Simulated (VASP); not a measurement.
Input of a VASP 6.6.1 run:

The input INCAR:

```
SYSTEM = SiC
PREC = Accurate
ENCUT = 520
EDIFF = 1E-6
ISMEAR = 0
SIGMA = 0.01
LREAL = .False.
LASPH = .True.
NELM = 100
ALGO = Normal
ISIF = 2
LWAVE = .False.
LCHARG = .False.
GGA = PS
NBANDS = 11
```

Contents of KPOINTS:

```
Automatic mesh
0
Gamma
  12 12 12
  0 0 0
```

The input POSCAR:

```
SiC
1.0
    0.0000000000      2.1637864231      2.1637864231
    2.1637864231      0.0000000000      2.1637864231
    2.1637864231      2.1637864231      0.0000000000
Si C
1 1
Direct
    0.0000000000      0.0000000000      0.0000000000
    0.7500000000      0.7500000000      0.7500000000
```

Potentials or basis: VASP PAW PBE potentials, release 64 (Si, C).

Launch:

```console
$ cat potpaw_PBE.64/Si/POTCAR potpaw_PBE.64/C/POTCAR > POTCAR
$ mpirun -np 1 vasp_std > vasp.out
```

(1) Estimate the band gap on the k mesh.

(2) Estimate the pressure.

Results:

(1) 1.21 eV, indirect (least direct gap 4.46 eV).

(2) 5.0 GPa.

Caveat: the PAW data sets were made with another functional, which shifts forces and pressure a little.
